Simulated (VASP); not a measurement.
Write the native input for VASP 6.6.1 that does the following.

```
Task                   : single point
Functional             : PBE
Potentials or basis    : VASP PAW PBE potentials, release 64 (Zr_sv, O, F)
Cutoff                 : 520 eV
k mesh                 : 6 × 6 × 6
Occupations            : gaussian, width 0.02 eV
Spin                   : no spin polarisation
Dipole correction      : no
Further INCAR settings : ALGO = Normal; EDIFF = 1e-07; NBANDS = 24
```

The structure of ZrOF2 lies in POSCAR:

```
ZrOF2
1.0
    3.9511422457      0.0000000000      0.0000000000
   -1.9755711229      3.4217895587      0.0000000000
    0.0000000000      0.0000000000      3.9663123165
Zr O F
1 1 2
Direct
    0.0000000000      0.0000000000      0.0000000000
    0.0000000000      0.0000000000      0.5000000000
    0.3333333333      0.6666666667      0.0000000000
    0.6666666667      0.3333333333      0.0000000000
```

The cell was generated, and may not be a known phase.

One way to write it, as run:

INCAR

```
SYSTEM = ZrOF2
PREC = Accurate
ENCUT = 520
EDIFF = 1E-7
ISMEAR = 0
SIGMA = 0.02
LREAL = .FALSE.
LASPH = .TRUE.
NELM = 80
ALGO = Normal
ISIF = 2
LWAVE = .FALSE.
LCHARG = .TRUE.
GGA = PE
LELF = .TRUE.
LVHAR = .TRUE.
NBANDS = 24
```

KPOINTS

```
Automatic mesh
0
G
  6 6 6
  0 0 0
```

Potentials or basis: VASP PAW PBE potentials, release 64 (Zr_sv, O, F).

Launch:

```console
$ cat potpaw_PBE.64/Zr_sv/POTCAR potpaw_PBE.64/O/POTCAR potpaw_PBE.64/F/POTCAR > POTCAR
$ mpirun -np 1 vasp_std > vasp.out
```

It gave:

```yaml
Pressure: 0.2 GPa
Band_gap_on_the_k_mesh: 3.57 eV (least direct gap 3.61 eV)
```

Run time: 69 s on 1 thread of Oxide Virtual Turin-like Processor, with other jobs on the host, peak memory 0.16 GiB.
